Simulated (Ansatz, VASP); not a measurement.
# CaCu4Bi: VASP beside Ansatz

```
Ca Cu Bi
1.0
     0.00000    3.72399    3.72399
     3.72399    0.00000    3.72399
     3.72399    3.72399    0.00000
Ca Cu Bi
1 4 1
Direct
  0.00000 0.00000 0.00000
  0.37411 0.37411 0.37411
  0.87768 0.37411 0.37411
  0.37411 0.87768 0.37411
  0.37411 0.37411 0.87768
  0.75000 0.75000 0.75000
```

Change from the starting cell: species swapped into the MgInCu4 type (F-43m, No. 216).

Alike in both runs: functional PBE; k mesh 10 × 10 × 10; occupations gaussian, width 0.1 eV; no spin polarisation.

Ansatz relaxed the structure, and its values are those at the end. VASP's run is a single point on that final structure, the one shown.

|  | VASP | Ansatz |
| --- | --- | --- |
| version | VASP 6.6.1 | Ansatz 0.2.0 |
| potentials or method | VASP PAW PBE potentials, release 64 (Ca_sv, Cu, Bi_d), cutoff 520 eV | scalar-relativistic, plane waves, PAW |
| valence electrons in the cell | 69 | 101 |

VASP gave:

```
gap on the k mesh at the Fermi level (eV) : none
pressure (GPa)                            : 0.3
```

**Question.** Which values does Ansatz return?

**Answer.** gap on the k mesh at the Fermi level (eV): none; pressure (GPa): 0.0.

A gap of «none» marks a metal or a gap that the smearing closes. With one functional, cell and mesh, what is left measures potentials, basis and numerics. VASP's potentials hold 69 valence electrons a cell and Ansatz's 101, so a difference there can come from the potentials and not from the codes.

Spin-orbit coupling is off throughout.
